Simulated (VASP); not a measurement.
Set up this calculation in VASP 6.6.1, as the native input.

- Task: single point
- Functional: PBEsol
- Potentials or basis: VASP PAW PBE potentials, release 64 (Ti_sv, Al)
- Cutoff: 520 eV
- k mesh: 10 × 10 × 10
- Occupations: gaussian, width 0.1 eV
- Spin: no spin polarisation
- Dipole correction: no
- Further INCAR settings: ALGO = Normal; EDIFF = 1e-06; NBANDS = 18

The structure of TiAl3 lies in POSCAR:

```
TiAl3
1.0
    4.0257829960      0.0000000000      0.0000000000
    0.0000000000      4.0257829960      0.0000000000
    0.0000000000      0.0000000000      4.0257829960
Ti Al
1 3
Direct
    0.0000000000      0.0000000000      0.0000000000
    0.5000000000      0.5000000000      0.0000000000
    0.5000000000      0.0000000000      0.5000000000
    0.0000000000      0.5000000000      0.5000000000
```

This cell differs from its parent crystal: volume scaled by 1.06.

These files were run (other wordings do the same):

INCAR

```
PREC = Accurate
ENCUT = 520
EDIFF = 1E-6
ISMEAR = 0
SIGMA = 0.1
LREAL = False
LASPH = True
NELM = 60
ALGO = Normal
ISIF = 2
LWAVE = False
LCHARG = False
GGA = PS
NBANDS = 18
```

KPOINTS

```
Automatic mesh
0
Gamma
  10 10 10
```

Potentials or basis: VASP PAW PBE potentials, release 64 (Ti_sv, Al).

Run with:

```bash
$ cat potpaw_PBE.64/Ti_sv/POTCAR potpaw_PBE.64/Al/POTCAR > POTCAR
$ mpirun -np 1 vasp_std > vasp.out
```

It gave:

The pressure is -5.8 GPa.

Caveat: the PAW data sets were made with another functional, which shifts forces and pressure a little.

It took 22 s on 1 thread of Intel(R) Xeon(R) 6975P-C (Granite Rapids), with other jobs on the host, peak memory 0.2 GiB.
